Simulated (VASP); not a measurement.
BN:

```
CELL_PARAMETERS angstrom
2.54724 0.00000 0.00000
-1.27362 2.20597 0.00000
0.00000 0.00000 6.76584
ATOMIC_POSITIONS crystal
N 0.66667 0.33333 0.25000
N 0.33333 0.66667 0.75000
B 0.66667 0.33333 0.75000
B 0.33333 0.66667 0.25000
```

Base run:

- Program: VASP 6.6.1
- Functional: r2SCAN
- Potentials or basis: VASP PAW PBE potentials, release 64 (N, B)
- Cutoff: 520 eV
- k mesh: 12 × 12 × 4
- Occupations: fermi-dirac, width 0.05 eV
- Spin: no spin polarisation

Its results: band gap on the k mesh 4.81 eV (least direct gap 5.22 eV); pressure -11.8 GPa.

Q: The run is repeated on the same cell with these changes: functional from r2SCAN to BLYP; dispersion from none to D4. What comes out?

A: Band gap on the k mesh 4.29 eV (least direct gap 4.57 eV); pressure -11.1 GPa.

Several settings changed at once.

Caveats: the cell stands under tension; the PAW data sets were made with another functional, which shifts forces and pressure a little.

A k mesh can miss the band edges.
